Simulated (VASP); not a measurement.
# Ga in VASP: notebook, part 2 of 2

VASP 6.6.1. Earlier steps stand in the parts before.

**4. Single point, PBEsol**

This run uses another cell than the first one, of 15.88 Å³/atom, 0.856 times its volume.

File INCAR:

```
PREC = Accurate ; ENCUT = 520
EDIFF = 1E-6 ; ISMEAR = -1
SIGMA = 0.05 ; LREAL = False
LASPH = True ; NELM = 60
ALGO = Fast ; ISIF = 2
LWAVE = False ; LCHARG = True
GGA = PS ; LELF = True
LVHAR = True ; NBANDS = 20
```

File KPOINTS:

```
Automatic mesh
0
Gamma
  10 10 8
```

File POSCAR:

```
Ga
1.0
    1.3425569967     -3.8940977957      0.0035083697
    1.3425569967      3.8940977957      0.0035083697
   -0.1055656777      0.0000000000      3.0364988246
Ga
2
Direct
    0.1341104585      0.8658895415      0.7500000000
    0.8658895415      0.1341104585      0.2500000000
```

Potentials or basis: VASP PAW PBE potentials, release 64 (Ga_d).

Launch:

```bash
> cat potpaw_PBE.64/Ga_d/POTCAR > POTCAR
> mpirun -np 1 vasp_std > vasp.out
```

OUTCAR:

```text
PREC = Accurate
   ENCUT = 520
   EDIFF = 1E-6
   ISMEAR = -1
   LREAL = False
   LASPH = True
   NELM = 60
   ISIF = 2
   GGA = PS

 ion  position               nearest neighbor table
   1  0.134  0.866  0.750-   2 2.58   2 2.58   2 2.69   2 2.69   2 2.74   2 2.74
   2  0.866  0.134  0.250-   1 2.58   1 2.58   1 2.69   1 2.69   1 2.74   1 2.74

  LATTYP: Found a base centered monoclinic cell.
 ALAT       =     2.6851231615
 B/A-ratio  =     2.9004984588
 C/A-ratio  =     1.1315433648
 COS(beta)  =    -0.0321328691

  Lattice vectors:
[... 192 lines left out ...]
      3      -8.2068      2.00000
      4      -8.1819      2.00000
      5      -7.8476      2.00000
      6      -7.8220      2.00000
[... 541 lines left out ...]
     19      17.5766      0.00000
     20      19.3035      0.00000

 [... further k-points ...]
[... 5 lines left out ...]
  --------------------------------------------------------------------------------------
  -------------------------------------------------------------------------------------
  Total        2.0151199      2.0068043      1.9959927      0.0000000      0.0000000     -0.0026118
  in kB      101.6785453    101.2589590    100.7134282      0.0000000      0.0000000     -0.1317875
  external PRESSURE =     101.2169775 kB  Pullay stress =       0.0000000 kB

 VOLUME and BASIS-vectors are now :
 -----------------------------------------------------------------------------
  energy-cutoff  :      520.00
  volume of cell :       31.75
      direct lattice vectors                 reciprocal lattice vectors
     1.342556997 -3.894097796  0.003508370     0.372389836 -0.128399446  0.012946353
     1.342556997  3.894097796  0.003508370     0.372389836  0.128399446  0.012946353
    -0.105565678  0.000000000  3.036498825    -0.000860518  0.000000000  0.329296738

 POSITION                                       TOTAL-FORCE (eV/Angst)
 -----------------------------------------------------------------------------------
      1.26338      2.84962      2.28088        -0.000000      0.003155      0.000000
      1.31617     -2.84962      0.76263         0.000000     -0.003155     -0.000000
 -----------------------------------------------------------------------------------
    total drift:                                0.000000     -0.000000      0.000000

  FREE ENERGIE OF THE ION-ELECTRON SYSTEM (eV)
  ---------------------------------------------------
  free  energy   TOTEN  =        -6.5835181415 eV

  energy  without entropy=       -6.5796743351  energy(sigma->0) =       -6.58159624
```

OSZICAR:

```text
N       E                     dE             d eps       ncg     rms          rms(c)
DAV:   1     0.128009019470E+03    0.12801E+03   -0.13109E+04  9764   0.257E+03
DAV:   2     0.400212498419E+01   -0.12401E+03   -0.12059E+03  9368   0.383E+02
DAV:   3    -0.655688704354E+01   -0.10559E+02   -0.10501E+02 10192   0.932E+01
DAV:   4    -0.670305519412E+01   -0.14617E+00   -0.14609E+00 10440   0.120E+01
DAV:   5    -0.670557944975E+01   -0.25243E-02   -0.25241E-02 10252   0.154E+00    0.188E+00
RMM:   6    -0.660555494898E+01    0.10002E+00   -0.15445E-01 11967   0.485E+00    0.890E-01
RMM:   7    -0.658583427029E+01    0.19721E-01   -0.38078E-02 12620   0.197E+00    0.259E-01
RMM:   8    -0.658342090239E+01    0.24134E-02   -0.58913E-03 13485   0.674E-01    0.192E-02
RMM:   9    -0.658349088279E+01   -0.69980E-04   -0.89193E-04 13191   0.365E-01    0.164E-02
RMM:  10    -0.658351492740E+01   -0.24045E-04   -0.32809E-04 15218   0.153E-01    0.616E-03
RMM:  11    -0.658351782708E+01   -0.28997E-05   -0.27088E-05 12546   0.443E-02    0.299E-03
RMM:  12    -0.658351814153E+01   -0.31445E-06   -0.59381E-06  8746   0.247E-02
   1 F= -.65835181E+01 E0= -.65815962E+01  d E =-.384381E-02
```

stdout:

```text
POSCAR found type information on POSCAR Ga
 POSCAR found :  1 types and       2 ions
 scaLAPACK will be used
 -----------------------------------------------------------------------------
|                                                                             |
|                                                                             |
|     You enforced a specific xc type in the INCAR file but a different       |
|     I HOPE YOU KNOW WHAT YOU ARE DOING!                                     |
|                                                                             |
 -----------------------------------------------------------------------------

 LDA part: xc-table for (Slater+PW92), standard interpolation
 POSCAR, INCAR and KPOINTS ok, starting setup
 FFT: planning ... GRIDC
 FFT: planning ... GRID_SOFT
 FFT: planning ... GRID
 WAVECAR not read
 entering main loop
WARNING in EDDRMM: call to ZHEGV failed, returncode =   8  4     17
WARNING in EDDRMM: call to ZHEGV failed, returncode =   6  3     17
WARNING in EDDRMM: call to ZHEGV failed, returncode =   6  3     19
WARNING in EDDRMM: call to ZHEGV failed, returncode =   8  4     17
```

Wall time 2 min (1 thread of Intel Xeon 6975P-C, shared host); peak memory 0.24 GiB.

Results:

* Free energy: -6.5835 eV
* Pressure: 10.1 GPa
* Largest force: 0.003 eV/Å
* Band gap on the k mesh: zero (band 13 reaches 12.35 eV, above the bottom of band 14 at 2.09 eV)

Forces in eV/Å, atoms in the order of the input:
```
Ga   0.000  0.003  0.000
Ga   0.000 -0.003  0.000
```

Levels at points of the mesh, in eV from the Fermi level:
| k point | band 11 | band 12 | band 13 | band 14 | band 15 | band 16 |
| --- | --- | --- | --- | --- | --- | --- |
| (0.00, 0.00, 0.00) | -12.69 | -3.02 | -1.60 | 2.70 | 6.69 | 9.53 |
| (0.50, 0.00, 0.00) | -6.92 | -6.18 | -2.22 | -0.23 | 7.06 | 7.67 |
| (0.50, 0.50, 0.00) | -10.52 | -9.64 | 5.12 | 6.17 | 7.28 | 7.69 |
| (0.00, 0.00, 0.50) | -8.42 | -8.42 | 1.58 | 1.58 | 2.57 | 2.57 |
| (0.50, 0.00, 0.50) | -3.29 | -3.01 | -1.93 | -1.51 | 1.65 | 2.21 |
| (0.50, 0.50, 0.50) | -6.24 | -6.24 | -5.15 | -5.15 | 11.49 | 11.49 |

Caveat: the PAW data sets were made with another functional, which shifts forces and pressure a little.

**5. Single point, PBEsol**

This run uses another cell than the first one, of 16.72 Å³/atom, 0.902 times its volume.

File INCAR:

```
  PREC = Accurate
  ENCUT = 520
  EDIFF = 1E-7
  ISMEAR = -1
  SIGMA = 0.05
  LREAL = F
  LASPH = T
  NELM = 80
  ALGO = Fast
  ISIF = 2
  LWAVE = F
  LCHARG = F
  GGA = PS
  NBANDS = 20
```

File KPOINTS:

```
regular mesh
0
Gamma
  10 10 8
```

File POSCAR:

```
Ga
1.0
    1.3695323366     -3.9487276582      0.0063321918
    1.3695323366      3.9487276582      0.0063321918
   -0.1010574041      0.0000000000      3.0908810710
Ga
2
Direct
    0.1344767307      0.8655232693      0.7500000000
    0.8655232693      0.1344767307      0.2500000000
```

Launch:

```bash
> cat potpaw_PBE.64/Ga_d/POTCAR > POTCAR
> mpirun -np 1 vasp_std > vasp.out
```

It took 1.8 min on 1 thread of Intel Xeon 6975P-C, shared host; peak memory 0.25 GiB.

Results (log left out):

```
Free energy            : -6.6623 eV
Pressure               : 5.2 GPa
Band gap on the k mesh : zero (band 13 reaches 11.61 eV, above the bottom of band 14 at 1.80 eV)
```

Levels at points of the mesh, in eV from the Fermi level:
```
           k point  band 11  band 12  band 13  band 14  band 15  band 16
(0.00, 0.00, 0.00)   -12.22    -2.76    -1.62     2.63     6.52     9.07
(0.50, 0.00, 0.00)    -6.78    -5.92    -2.06    -0.25     6.84     7.34
(0.50, 0.50, 0.00)   -10.14    -9.25     4.95     5.99     6.94     7.37
(0.00, 0.00, 0.50)    -8.13    -8.13     1.62     1.62     2.54     2.54
(0.50, 0.00, 0.50)    -3.15    -2.99    -1.87    -1.59     1.68     2.15
(0.50, 0.50, 0.50)    -6.09    -6.09    -4.86    -4.86    10.97    10.97
```

Caveat: the PAW data sets were made with another functional, which shifts forces and pressure a little.

**6. Single point, PBEsol**

This run uses another cell than the first one, of 17.38 Å³/atom, 0.937 times its volume.

File INCAR:

```
SYSTEM = Ga
PREC = Accurate
ENCUT = 520
EDIFF = 1E-6
ISMEAR = -1
SIGMA = 0.05
LREAL = .False.
LASPH = .True.
NELM = 100
ALGO = Fast
ISIF = 2
LWAVE = .False.
LCHARG = .False.
GGA = PS
NBANDS = 20
```

File KPOINTS:

```
Automatic mesh
0
Gamma
  10 10 8
  0 0 0
```

File POSCAR:

```
Ga
1.0
    1.3900047118     -3.9880707926      0.0112146184
    1.3900047118      3.9880707926      0.0112146184
   -0.0910402627      0.0000000000      3.1337585863
Ga
2
Direct
    0.1347574811      0.8652425189      0.7500000000
    0.8652425189      0.1347574811      0.2500000000
```

Potentials or basis: VASP PAW PBE potentials, release 64 (Ga_d).

Launch:

```bash
> cat potpaw_PBE.64/Ga_d/POTCAR > POTCAR
> mpirun -np 1 vasp_std > vasp.out
```

It took 97 s on 1 thread of Intel Xeon 6975P-C, shared host; peak memory 0.25 GiB.

The run converged. Its results:

```
Free energy            : -6.6914 eV
Pressure               : 2.0 GPa
Band gap on the k mesh : zero (band 13 reaches 11.06 eV, above the bottom of band 14 at 1.60 eV)
```

Levels at points of the mesh, in eV from the Fermi level:
| k point | band 10 | band 11 | band 12 | band 13 | band 14 | band 15 | band 16 | band 17 |
| --- | --- | --- | --- | --- | --- | --- | --- | --- |
| (0.00, 0.00, 0.00) | -14.70 | -11.88 | -2.57 | -1.63 | 2.57 | 6.39 | 8.75 | 9.93 |
| (0.50, 0.00, 0.00) | -14.75 | -6.69 | -5.73 | -1.94 | -0.26 | 6.70 | 7.07 | 9.30 |
| (0.50, 0.50, 0.00) | -14.77 | -9.86 | -8.97 | 4.81 | 5.85 | 6.68 | 7.12 | 7.21 |
| (0.00, 0.00, 0.50) | -14.78 | -7.93 | -7.93 | 1.64 | 1.64 | 2.52 | 2.52 | 11.43 |
| (0.50, 0.00, 0.50) | -14.74 | -3.06 | -2.99 | -1.82 | -1.65 | 1.74 | 2.08 | 4.22 |
| (0.50, 0.50, 0.50) | -14.86 | -6.00 | -6.00 | -4.65 | -4.65 | 10.60 | 10.60 | 12.00 |

Caveat: the PAW data sets were made with another functional, which shifts forces and pressure a little.

**7. The runs side by side**

```tsv
spin	cell	k mesh	gap on the mesh (eV)	pressure (GPa)
non-collinear, zero start, SOC	a = 4.257, b = 4.257, c = 3.332 Å, angles 90.7, 90.7, 142.1°, 2 atoms	7 × 7 × 6	-	-1.5
off	a = 4.051, b = 4.051, c = 2.936 Å, angles 90.0, 90.0, 142.5°, 2 atoms	10 × 10 × 8	none	20.2
off	a = 4.119, b = 4.119, c = 3.038 Å, angles 90.6, 90.6, 142.0°, 2 atoms	10 × 10 × 8	none	10.1
off	a = 4.179, b = 4.179, c = 3.093 Å, angles 90.5, 90.5, 141.7°, 2 atoms	10 × 10 × 8	none	5.2
off	a = 4.223, b = 4.223, c = 3.135 Å, angles 90.4, 90.4, 141.6°, 2 atoms	10 × 10 × 8	none	2.0
```

Alike in all rows: task single point; level PBEsol; potentials or basis VASP PAW PBE potentials, release 64 (Ga_d); cutoff (eV) 520; smearing fermi-dirac 0.05 eV.

Caveats: the PAW data sets were made with another functional, which shifts forces and pressure a little.

Total energies depend on the potentials used, so only differences within one code and one set of settings carry meaning.
